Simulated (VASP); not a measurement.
AgCl:

```
Ag Cl
1.0
    -1.98539    1.98539    2.70245
     1.98539   -1.98539    2.70245
     1.98539    1.98539   -2.70245
Ag Cl
1 1
Direct
  0.05590 0.05590 0.00000
  0.44410 0.44410 0.00000
```

| Item | Value |
| --- | --- |
| Program | VASP 6.6.1 |
| Task | relaxation of cell and atoms |
| Functional | PBE |
| Potentials or basis | VASP PAW PBE potentials, release 64 (Ag_sv_GW, Cl) |
| Cutoff | 630 eV |
| k mesh | 6 × 6 × 6 |
| Occupations | gaussian, width 0.1 eV |
| Spin | no spin polarisation |

At the start: pressure 13.7 GPa; volume 21.30 Å³/atom.

Question: Where does the relaxation end?

Answer: Over 10 steps the energy falls by 400.6 meV/atom and the volume is 22.56 Å³/atom (+5.9 %); space group I4mm (No. 107, to 0.1 Å) before and after.

Step by step:
```
step  energy change (eV)  largest force (eV/Å)  pressure (GPa)  volume (Å³)
   1              0.0000                4.4938           13.68        42.61
   2             -0.6315                0.0619           -4.67        54.08
   3             -0.7690                0.0980           -2.24        48.18
   4             -0.7694                0.1136           -2.13        48.07
   5             -0.7697                0.1450           -1.92        47.86
   6             -0.7912                0.1442           -0.75        46.18
   7             -0.7971                0.1373            0.36        44.92
   8             -0.7971                0.1361            0.45        44.82
   9             -0.8001                0.0834            0.24        44.96
  10             -0.8012                0.0326            0.04        45.12
```

Final structure:
```
Ag Cl
1.0
    -1.92808    1.92808    3.03449
     1.92808   -1.92808    3.03449
     1.92808    1.92808   -3.03449
Ag Cl
1 1
Cartesian
  0.0000 0.0000 0.1697
  0.0000 0.0000 2.8648
```
